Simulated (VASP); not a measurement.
TaAl2N3:

```xyz
12
Lattice="4.5868 -2.5632 0.0000 4.5868 2.5632 0.0000 -0.0923 0.0000 5.3601" Properties=species:S:1:pos:R:3 pbc="T T T"
Ta    4.6127   -2.4874    0.0523
Ta    4.5665    2.4874    2.7324
Al    2.9690    0.0020    4.0606
Al    3.0151   -0.0020    1.3805
Al    6.1007    0.0063    4.0301
Al    6.1468   -0.0063    1.3501
N     6.4037   -1.5372    0.0744
N     2.7461    1.5189    2.7690
N     2.7922   -1.5189    0.0889
N     6.3575    1.5372    2.7545
N     4.5467    0.6381    5.1161
N     4.5928   -0.6381    2.4361
```

| Property | Result |
| --- | --- |
| Program | VASP 6.6.1 |
| Task | relaxation of cell and atoms |
| Functional | PBE |
| Potentials or basis | VASP PAW PBE potentials, release 64 (Ta_pv, Al, N) |
| Cutoff | 600 eV |
| k mesh | 4 × 4 × 4 |
| Occupations | gaussian, width 0.1 eV |
| Spin | no spin polarisation |

At the start: pressure 0.2 GPa; volume 10.50 Å³/atom.

How do energy, volume and symmetry change on relaxing?

Over 84 steps the energy falls by 240.4 meV/atom and the volume is 12.02 Å³/atom (+14.5 %); space group Cmc2_1 (No. 36, to 0.05 Å).

The path:
```
step  energy change (eV)  largest force (eV/Å)  pressure (GPa)  volume (Å³)
   1              0.0000                0.4411            0.20       126.04
   4             -0.1304                0.7415            0.13       126.65
   7             -0.2520                0.9748            1.07       127.20
  10             -0.6129                0.9085           -1.19       129.28
  13             -0.9943                0.3543           -1.12       130.32
  16             -1.0320                0.2124            0.12       129.91
  19             -1.0415                0.1703            0.28       129.97
  22             -1.0558                0.2079           -0.12       130.73
  25             -1.0964                0.8034            5.66       131.10
  28             -1.0983                0.9101            6.19       131.14
  31             -1.1109                1.0201            6.70       131.35
  34             -1.1930                2.0617           10.71       133.00
  37             -1.2465                2.5330           11.31       134.74
  40             -1.6345                1.8261            5.75       139.01
  43             -1.8820                1.6552            0.44       143.22
  46             -2.4267                1.0614           -3.89       145.64
  49             -2.5993                0.4783            1.85       142.27
  52             -2.7173                0.4737           -0.20       144.26
  55             -2.7668                0.4380            0.49       144.59
  58             -2.8011                0.1560           -0.29       145.22
  61             -2.8065                0.1642            0.26       144.91
  64             -2.8145                0.1319            0.00       144.90
  67             -2.8222                0.2451           -0.23       145.01
  70             -2.8335                0.1940           -0.40       144.94
  73             -2.8464                0.3516            0.29       143.90
  76             -2.8704                0.2311            0.42       144.07
  79             -2.8794                0.1107           -0.38       144.47
  82             -2.8834                0.0680            0.25       144.04
  84             -2.8846                0.0352           -0.09       144.26
```

Final structure:
```
Ta Al N
1.0
     4.88036   -2.77840    0.04199
     4.88036    2.77840    0.04199
    -0.04642    0.00000    5.31906
Ta Al N
2 4 6
Direct
  0.88801 0.11720 0.96289
  0.11720 0.88801 0.46289
  0.18662 0.46591 0.83989
  0.46591 0.18662 0.33989
  0.53849 0.81861 0.83996
  0.81861 0.53849 0.33996
  0.85632 0.50914 0.98073
  0.14842 0.49611 0.48089
  0.49611 0.14842 0.98089
  0.50914 0.85632 0.48073
  0.23436 0.77033 0.89977
  0.77033 0.23436 0.39977
```
